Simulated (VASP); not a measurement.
Runs of VASP 6.6.1 on Pt. The structure is that of space group P6_3/mmc (No. 194), or close to it. The cells are those of the table. This isn't the form of Pt at room conditions, which is fcc.

| spin | fixed moment (μB) | cell | pressure (GPa) | moment (μB) |
| --- | --- | --- | --- | --- |
| collinear | 0.1 | a = 2.535, b = 2.535, c = 4.377 Å, angles 90.0, 90.0, 120.0°, 2 atoms | (b) | 0.10 |
| collinear | 0.3 | a = 2.580, b = 2.580, c = 4.456 Å, angles 90.0, 90.0, 120.0°, 2 atoms | 64.2 | 0.30 |
| off | - | a = 2.862, b = 2.862, c = 4.942 Å, angles 90.0, 90.0, 120.0°, 2 atoms | (a) | - |
| collinear | 0.3 | a = 2.787, b = 2.787, c = 4.813 Å, angles 90.0, 90.0, 120.0°, 2 atoms | -20.8 | 0.30 |
| collinear | 0.5 | a = 2.624, b = 2.624, c = 4.532 Å, angles 90.0, 90.0, 120.0°, 2 atoms | 36.8 | 0.50 |

Alike in all rows: task single point; level LDA; potentials or basis VASP PAW LDA potentials, release 64 (Pt_sv_GW); k mesh 21 × 21 × 10; cutoff (eV) 570; smearing gaussian 0.15 eV.

Problem. Fill in the values left out.

Solution. (a) -32.2; (b) 100.9.

Caveats: the total moment is fixed, so each spin has its own Fermi level and the state may be an excited one (at least some runs); the cell stands under tension (at least some runs); the stress differs along the axes, from 92 to 105 GPa (at least some runs); the stress differs along the axes, from 58 to 67 GPa (at least some runs); the stress differs along the axes, from 32 to 39 GPa (at least some runs).
